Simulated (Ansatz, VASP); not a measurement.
## LiF in VASP and in Ansatz

Contents of INCAR:

```
SYSTEM = LiF
PREC = Accurate
ENCUT = 520
EDIFF = 1E-7
ISMEAR = 0
SIGMA = 0.05
LREAL = .False.
LASPH = .True.
NELM = 60
ALGO = Normal
ISIF = 2
LWAVE = .False.
LCHARG = .False.
GGA = CA
NBANDS = 18
```

The input KPOINTS:

```
regular mesh
0
Gamma
  9 9 6
  0 0 0
```

Contents of POSCAR:

```
LiF
1.0
    2.9984347243      0.0000000000      0.0000000000
   -1.4992173621      2.5967206428      0.0000000000
    0.0000000000      0.0000000000      4.7579162205
Li F
2 2
Direct
    0.3333333333      0.6666666667      0.3371874601
    0.6666666667      0.3333333333      0.8371874601
    0.3333333333      0.6666666667      0.9910195924
    0.6666666667      0.3333333333      0.4910195924
```

Input for Ansatz:

```yaml
crystal:
  lattice:
    - [2.9984347243, 0.0, 0.0]
    - [-1.4992173621, 2.5967206428, 0.0]
    - [0.0, 0.0, 4.7579162205]
  atoms:
    - { symbol: Li, position: [0.3333333333, 0.6666666667, 0.3371874601] }
    - { symbol: Li, position: [0.6666666667, 0.3333333333, 0.8371874601] }
    - { symbol: F, position: [0.3333333333, 0.6666666667, 0.9910195924] }
    - { symbol: F, position: [0.6666666667, 0.3333333333, 0.4910195924] }
basis:
  ecutwfc: 520.0
kpoints:
  mp_grid: { grid: [9, 9, 6] }
hamiltonian:
  xc: lda
scf:
  occupations: { method: gaussian, width: 0.05 }
output:
  forces: true
  stress: true
  eigenvalues: true
```

Alike in both runs: task single point; functional LDA; k mesh 9 × 9 × 6; occupations gaussian, width 0.05 eV; no spin polarisation.

|  | VASP | Ansatz |
| --- | --- | --- |
| version | VASP 6.6.1 | Ansatz 0.2.0 |
| potentials or method | VASP PAW LDA potentials, release 64 (Li_sv, F), cutoff 520 eV | scalar-relativistic, plane waves, PAW |
| valence electrons in the cell | 20 | 20 |

|  | VASP | Ansatz | Ansatz less VASP |
| --- | --- | --- | --- |
| gap on the k mesh at the Fermi level (eV) | 7.88 | 7.89 | +0.016 |
| least direct gap on the mesh (eV) | 7.88 | 7.89 | +0.016 |
| rms of the force components (eV/Å) | 0.714 | 0.700 | -0.0137 |

LDA's correlation is that of Perdew and Zunger in VASP and of Perdew and Wang (1992) in Ansatz. Atom by atom the forces differ by 0.014 eV/Å (rms over components).

Noted on VASP's run: the cutoff is under 1.25 times that of the potentials, so the pressure is a little rough.
